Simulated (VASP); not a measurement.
Runs of VASP 6.6.1 on Co. The structure is that of space group Pm-3m (No. 221), or close to it. The cells are those of the table. 

| task | spin | cell | k mesh | cutoff (eV) | smearing | gap on the mesh (eV) | pressure (GPa) | moment (μB) |
| --- | --- | --- | --- | --- | --- | --- | --- | --- |
| single point | collinear, ferromagnetic start | a = 2.327 Å, 1 atom | 15 × 15 × 15 | 520 | fermi-dirac 0.05 eV | none | (b) | 1.86 |
| single point | off | a = 2.388 Å, 1 atom | 15 × 15 × 15 | 520 | fermi-dirac 0.1 eV | none | -14.8 | - |
| relaxation of cell and atoms | off | relaxed from a = 2.287 Å, 1 atom | 14 × 14 × 14 | 600 | fermi-dirac 0.1 eV | none | 0.0 | - |
| single point | collinear, ferromagnetic start | a = 2.260 Å, 1 atom | 15 × 15 × 15 | 520 | fermi-dirac 0.05 eV | none | 20.4 | 1.70 |
| single point | collinear, ferromagnetic start | a = 2.359 Å, 1 atom | 22 × 22 × 22 | 520 | fermi-dirac 0.05 eV | none | -0.6 | (a) |

Alike in all rows: level revPBE; potentials or basis VASP PAW PBE potentials, release 64 (Co).

Task: Fill in the values left out.

Result: (a) 1.89; (b) 5.4.

Caveats: the PAW data sets were made with another functional, which shifts forces and pressure a little.

A gap of «none» marks levels without a gap at the run's occupations.
